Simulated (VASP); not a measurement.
A run of VASP 6.6.1 is set up as follows.

File INCAR:

```
PREC = Accurate ; ENCUT = 600
EDIFF = 1E-6 ; ISMEAR = 0
SIGMA = 0.1 ; LREAL = F
LASPH = T ; NELM = 100
ALGO = Normal ; ISIF = 3
LWAVE = F ; LCHARG = F
GGA = PS ; IBRION = 2
NSW = 80 ; EDIFFG = -0.05
```

Contents of KPOINTS:

```
Automatic mesh
0
Gamma
  8 8 8
```

POSCAR

```
Sn
1.0
    0.0000000000      1.8965904936      1.8965904936
    1.8965904936      0.0000000000      1.8965904936
    1.8965904936      1.8965904936      0.0000000000
Sn
1
Direct
    0.0000000000      0.0000000000      0.0000000000
```

Potentials or basis: VASP PAW PBE potentials, release 64 (Sn_d).

Launch:

```sh
$ cat potpaw_PBE.64/Sn_d/POTCAR > POTCAR
$ mpirun -np 1 vasp_std > vasp.out
```

Q: Estimate the space group after relaxing (to 0.05 Å).

A: Fm-3m (No. 225).

Q: What does it give for the relaxed volume?

A: 26.62 Å³/atom.

Q: What does it give for the relaxed cell?

A: a = 3.352 Å, b = 3.352 Å, c = 3.352 Å, α = 60.00°, β = 60.00°, γ = 60.00°.

Q: Predict the band gap on the k mesh.

A: Zero (band 7 reaches 16.09 eV, above the bottom of band 8 at 6.42 eV).

Final structure:
```
Sn
1.0
     0.00000    2.36997    2.36997
     2.36997    0.00000    2.36997
     2.36997    2.36997    0.00000
Sn
1
Direct
  0.00000 0.00000 0.00000
```

Caveat: the volume moved by over 15 % at a fixed basis, so the end points are rough; the PAW data sets were made with another functional, which shifts forces and pressure a little; spin-orbit coupling is left out, which moves the levels of the heavy elements.
